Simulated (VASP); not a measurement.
**B19N17 (a cell with a defect): relaxation of the atoms with PBE**

System: B19N17 (a cell with a defect).

```xyz
36
Lattice="7.4650 0.0000 0.0000 -3.7325 6.4649 0.0000 0.0000 0.0000 6.4955" Properties=species:S:1:pos:R:3 pbc="T T T"
B     0.0000    1.4366    1.6239
B     1.2442    0.7183    4.8716
B    -1.2442    3.5916    1.6239
B     0.0000    2.8733    4.8716
B    -2.4883    5.7466    1.6239
B    -1.2442    5.0283    4.8716
B     2.4883    1.4366    1.6239
B     3.7325    0.7183    4.8716
B     1.2442    3.5916    1.6239
B     2.4883    2.8733    4.8716
B     2.4883    2.8733    1.6239
B     0.0000    5.7466    1.6239
B     1.2442    5.0283    4.8716
B     4.9767    1.4366    1.6239
B     6.2209    0.7183    4.8716
B     3.7325    3.5916    1.6239
B     4.9767    2.8733    4.8716
B     2.4883    5.7466    1.6239
B     3.7325    5.0283    4.8716
N     0.0000    1.4366    4.8716
N     1.2442    0.7183    1.6239
N    -1.2442    3.5916    4.8716
N     0.0000    2.8733    1.6239
N    -2.4883    5.7466    4.8716
N    -1.2442    5.0283    1.6239
N     2.4883    1.4366    4.8716
N     3.7325    0.7183    1.6239
N     1.2442    3.5916    4.8716
N     0.0000    5.7466    4.8716
N     1.2442    5.0283    1.6239
N     4.9767    1.4366    4.8716
N     6.2209    0.7183    1.6239
N     3.7325    3.5916    4.8716
N     4.9767    2.8733    1.6239
N     2.4883    5.7466    4.8716
N     3.7325    5.0283    1.6239
```

| Property | Result |
| --- | --- |
| Program | VASP 6.6.1 |
| Task | relaxation of the atoms |
| Functional | PBE |
| Potentials or basis | VASP PAW PBE potentials, release 64 (B, N) |
| Cutoff | 520 eV |
| k mesh | 1 × 1 × 1, shifted |
| Occupations | gaussian, width 0.01 eV |
| Spin | collinear spin |
| Fixed moment | 1 μB |
| Dipole correction | no |
| Charge | -1 |
| Further INCAR settings | LREAL = Auto; ALGO = Normal; EDIFF = 1e-07; IBRION = 2; EDIFFG = -0.03; NSW = 100; NELECT = 143.0 |

| Item | Value |
| --- | --- |
| Energy gained by relaxing | 19.0 meV/atom |
| Ionic steps | 7 |
| Largest force after relaxing | 0.022 eV/Å |
| Net moment | 1.00 μB per cell |
| Site moments | B +0.02, +0.00, +0.04, -0.00, +0.19 (each value once); N +0.01, +0.00, -0.00, -0.01 (each value once) μB |
| Valence electrons inside the program's atomic spheres | B 2.21, 2.32, 2.30, 2.19, 2.45 (each value once); N 4.05, 4.07, 4.06, 4.04 (each value once) |

Forces in eV/Å, atoms in the order of the input:
```
B   -0.006 -0.003  0.000
B    0.011  0.002  0.000
B    0.001 -0.016  0.000
B    0.007  0.008  0.000
B   -0.014  0.008  0.000
B    0.000  0.000  0.000
B   -0.001  0.009  0.000
B   -0.011  0.002  0.000
B    0.008 -0.005  0.000
B    0.000  0.000  0.000
B    0.000  0.000  0.000
B    0.014  0.007  0.000
B   -0.004 -0.011  0.000
B    0.006 -0.004  0.000
B    0.000  0.000  0.000
B   -0.009 -0.004  0.000
B   -0.007  0.008  0.000
B    0.000  0.007  0.000
B    0.004 -0.011  0.000
N   -0.012 -0.007  0.000
N    0.009 -0.020  0.000
N    0.000  0.000  0.000
N   -0.012  0.018  0.000
N    0.000  0.000  0.000
N    0.000  0.000  0.000
N    0.000 -0.006  0.000
N   -0.010 -0.019  0.000
N   -0.005  0.003  0.000
N    0.000  0.000  0.000
N   -0.022  0.001  0.000
N    0.012 -0.007  0.000
N    0.000  0.000  0.000
N    0.005  0.003  0.000
N    0.012  0.018  0.000
N    0.000  0.014  0.000
N    0.022  0.002  0.000
```

The path:
```
step  energy change (eV)  largest force (eV/Å)  pressure (GPa)
   1              0.0000                4.3396           19.72
   2              0.7739                5.8490           21.42
   3             -0.6442                0.7866           19.77
   4             -0.5378                1.7044           19.84
   5             -0.6808                0.3056           19.75
   6             -0.6784                0.3774           19.74
   7             -0.6847                0.0217           19.74
```

Final structure:
```yaml
crystal:
  lattice:
    - [7.46503, 0.00000, 0.00000]
    - [-3.73252, 6.46491, 0.00000]
    - [0.00000, 0.00000, 6.49548]
  atoms:
    - { symbol: B, position: [0.11177, 0.22255, 0.25000] }
    - { symbol: B, position: [0.22262, 0.11130, 0.75000] }
    - { symbol: B, position: [0.11121, 0.55576, 0.25000] }
    - { symbol: B, position: [0.22262, 0.44466, 0.75000] }
    - { symbol: B, position: [0.11121, 0.88879, 0.25000] }
    - { symbol: B, position: [0.22222, 0.77778, 0.75000] }
    - { symbol: B, position: [0.43806, 0.20945, 0.25000] }
    - { symbol: B, position: [0.55534, 0.11130, 0.75000] }
    - { symbol: B, position: [0.43806, 0.56194, 0.25000] }
    - { symbol: B, position: [0.55556, 0.44444, 0.75000] }
    - { symbol: B, position: [0.55556, 0.44444, 0.25000] }
    - { symbol: B, position: [0.44424, 0.88879, 0.25000] }
    - { symbol: B, position: [0.55534, 0.77738, 0.75000] }
    - { symbol: B, position: [0.77745, 0.22255, 0.25000] }
    - { symbol: B, position: [0.88889, 0.11111, 0.75000] }
    - { symbol: B, position: [0.79055, 0.56194, 0.25000] }
    - { symbol: B, position: [0.88870, 0.44466, 0.75000] }
    - { symbol: B, position: [0.77745, 0.88823, 0.25000] }
    - { symbol: B, position: [0.88870, 0.77738, 0.75000] }
    - { symbol: N, position: [0.11114, 0.22224, 0.75000] }
    - { symbol: N, position: [0.21744, 0.10575, 0.25000] }
    - { symbol: N, position: [0.11112, 0.55557, 0.75000] }
    - { symbol: N, position: [0.21744, 0.44502, 0.25000] }
    - { symbol: N, position: [0.11112, 0.88888, 0.75000] }
    - { symbol: N, position: [0.22222, 0.77778, 0.25000] }
    - { symbol: N, position: [0.44427, 0.22187, 0.75000] }
    - { symbol: N, position: [0.55498, 0.10575, 0.25000] }
    - { symbol: N, position: [0.44427, 0.55573, 0.75000] }
    - { symbol: N, position: [0.44443, 0.88888, 0.75000] }
    - { symbol: N, position: [0.55498, 0.78256, 0.25000] }
    - { symbol: N, position: [0.77777, 0.22223, 0.75000] }
    - { symbol: N, position: [0.88889, 0.11111, 0.25000] }
    - { symbol: N, position: [0.77813, 0.55573, 0.75000] }
    - { symbol: N, position: [0.89425, 0.44502, 0.25000] }
    - { symbol: N, position: [0.77776, 0.88886, 0.75000] }
    - { symbol: N, position: [0.89425, 0.78256, 0.25000] }
```

Wall time 44 min on 1 thread of Intel(R) Xeon(R) Platinum 8259CL CPU @ 2.50GHz (Skylake/Cascade Lake) (shared host), peak memory 0.56 GiB.

Caveat: the k points lie up to 0.49 Å⁻¹ apart; the cell carries a net charge on a neutralising background, which shifts energy and pressure; the cell is charged against a uniform background, so pressure and absolute levels hang on convention; the total moment is fixed, so each spin has its own Fermi level and the state may be an excited one.
